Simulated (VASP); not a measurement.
Wanted: the native input for a VASP 6.6.1 run.

| Property | Result |
| --- | --- |
| Task | single point |
| Functional | PBE |
| Potentials or basis | VASP PAW PBE potentials, release 64 (Mo_sv, Se) |
| Cutoff | 520 eV |
| k mesh | 10 × 10 × 10 |
| Occupations | gaussian, width 0.05 eV |
| Spin | collinear spin, ferromagnetic start |
| Starting moments | [0.91, 0.0] μB |
| Dipole correction | no |
| Further INCAR settings | ALGO = Normal; EDIFF = 1e-07; NBANDS = 21 |

The structure of MoSe lies in POSCAR:

```
MoSe
1.0
    0.0000000000      2.8214546847      2.8214546847
    2.8214546847      0.0000000000      2.8214546847
    2.8214546847      2.8214546847      0.0000000000
Mo Se
1 1
Direct
    0.0000000000      0.0000000000      0.0000000000
    0.2500000000      0.2500000000      0.2500000000
```

This cell differs from its parent crystal: volume scaled by 0.980.

One way to write it, as run:

INCAR

```
ALGO     = Normal         # electronic algorithm
EDIFF    = 1E-7           # SCF threshold, eV
ENCUT    = 520            # plane-wave cutoff, eV
GGA      = PE             # functional
ISIF     = 2              # what is computed and relaxed
ISMEAR   = 0              # smearing method
ISPIN    = 2              # spin polarisation
LASPH    = T              # aspherical terms in the spheres
LCHARG   = F              # write CHGCAR
LMAXMIX  = 4              # l up to which the mixer works
LORBIT   = 11             # projections on sites
LREAL    = F              # projectors in reciprocal space
LWAVE    = F              # write WAVECAR
MAGMOM   = 0.91 0         # initial moments
NBANDS   = 21             # bands
NELM     = 150            # most SCF steps
PREC     = Accurate       # precision mode
SIGMA    = 0.05           # smearing width, eV
```

KPOINTS

```
k-points
0
Gamma
  10 10 10
```

Potentials or basis: VASP PAW PBE potentials, release 64 (Mo_sv, Se).

Launch:

```bash
$ cat potpaw_PBE.64/Mo_sv/POTCAR potpaw_PBE.64/Se/POTCAR > POTCAR
$ mpirun -np 1 vasp_std > vasp.out
```

It gave:

| Property | Result |
| --- | --- |
| Pressure | 2.2 GPa |
| Net moment | 1.15 μB per cell |
| Site moments | Mo +1.02; Se -0.01 μB |
| Valence electrons inside the program's atomic spheres | Mo 12.46; Se 3.99 |

It took 91 s on 1 thread of Intel(R) Xeon(R) Platinum 8259CL CPU @ 2.50GHz (Skylake/Cascade Lake) (shared host), peak memory 0.23 GiB.
